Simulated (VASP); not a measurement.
Ta:

```
CELL_PARAMETERS angstrom
2.95726 0.00000 0.00000
-1.47863 2.56106 0.00000
0.00000 0.00000 5.26760
ATOMIC_POSITIONS crystal
Ta 0.33333 0.66667 0.25000
Ta 0.66667 0.33333 0.75000
```

This cell differs from its parent crystal: volume scaled by 1.06.

Base run:

```yaml
Program: VASP 6.6.1
Functional: PBE
Potentials_or_basis: VASP PAW PBE potentials, release 64 (Ta_pv)
Cutoff: 520 eV
k_mesh: 11 × 11 × 5
Occupations: fermi-dirac, width 0.05 eV
Spin: no spin polarisation
```

Its results: band gap on the k mesh zero (band 11 reaches 5.88 eV, above the bottom of band 12 at 4.55 eV); pressure -10.7 GPa.

**Question.** The run is repeated on the same cell with these changes: functional from PBE to PBEsol. What comes out?

**Answer.** Band gap on the k mesh zero (band 11 reaches 5.73 eV, above the bottom of band 12 at 4.39 eV); pressure -16.3 GPa.

PBEsol binds more tightly than PBE, so the same cell stands under less pressure.

Caveats: spin-orbit coupling is left out, which moves the levels of the heavy elements; the PAW data sets were made with another functional, which shifts forces and pressure a little (some runs).
